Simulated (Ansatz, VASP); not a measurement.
**Ti: VASP beside Ansatz**

Contents of POSCAR:

```
Ti
1.0
    3.0036000000      0.0000000000      0.0000000000
   -1.5018000000      2.6011939028      0.0000000000
    0.0000000000      0.0000000000      4.2673000000
Ti
2
Direct
    0.3333333333      0.6666666667      0.2500000000
    0.6666666667      0.3333333333      0.7500000000
```

The input INCAR.step1:

```
SYSTEM = Ti
PREC = Accurate ; ENCUT = 520
ISMEAR = 1 ; SIGMA = 0.05
LREAL = .FALSE. ; LASPH = .TRUE.
NELM = 60 ; NBANDS = 19
GGA = PE ; ALGO = Normal
EDIFF = 1E-4 ; LWAVE = .TRUE.
LCHARG = .FALSE.
```

The input INCAR.step2:

```
SYSTEM = Ti
PREC = Accurate ; ENCUT = 520
EDIFF = 1E-6 ; ISMEAR = 1
SIGMA = 0.05 ; LREAL = .FALSE.
LASPH = .TRUE. ; NELM = 60
ALGO = Normal ; ISIF = 2
LWAVE = .FALSE. ; LCHARG = .TRUE.
METAGGA = R2SCAN ; LMIXTAU = .TRUE.
LELF = .TRUE. ; LVHAR = .TRUE.
NBANDS = 19 ; ISTART = 1
```

Contents of KPOINTS:

```
Automatic mesh
0
G
  18 18 10
  0 0 0
```

Input for Ansatz:

```yaml
crystal:
  lattice:
    - [3.0036, 0.0, 0.0]
    - [-1.5018, 2.6011939028, 0.0]
    - [0.0, 0.0, 4.2673]
  atoms:
    - { symbol: Ti, position: [0.3333333333, 0.6666666667, 0.25] }
    - { symbol: Ti, position: [0.6666666667, 0.3333333333, 0.75] }
basis:
  ecutwfc: 520.0
kpoints:
  mp_grid: { grid: [18, 18, 10] }
hamiltonian:
  xc: r2scan
scf:
  occupations: { method: cold, width: 0.05 }
output:
  forces: true
  stress: true
  eigenvalues: true
```

Alike in both runs: task single point; functional r2SCAN; k mesh 18 × 18 × 10; no spin polarisation.

|  | VASP | Ansatz |
| --- | --- | --- |
| version | VASP 6.6.1 | Ansatz 0.2.0 |
| potentials or method | VASP PAW PBE potentials, release 64 (Ti_sv), cutoff 520 eV | scalar-relativistic, plane waves, PAW |
| occupations | methfessel-paxton of order 1, width 0.05 eV | cold, width 0.05 eV |
| valence electrons in the cell | 24 | 24 |

Ansatz gave:

| Quantity | Value |
| --- | --- |
| gap on the k mesh at the Fermi level (eV) | none |
| pressure (GPa) | 4.8 |
| traceless stress, the component that is largest in VASP (GPa) | 8.33 |

**Question.** Estimate VASP's values.

**Answer.** gap on the k mesh at the Fermi level (eV): none; pressure (GPa): 5.2; traceless stress, the component that is largest in VASP (GPa): 8.42.

VASP's potentials were made for PBE, not for r2SCAN. A gap of «none» marks a metal or a gap that the smearing closes.
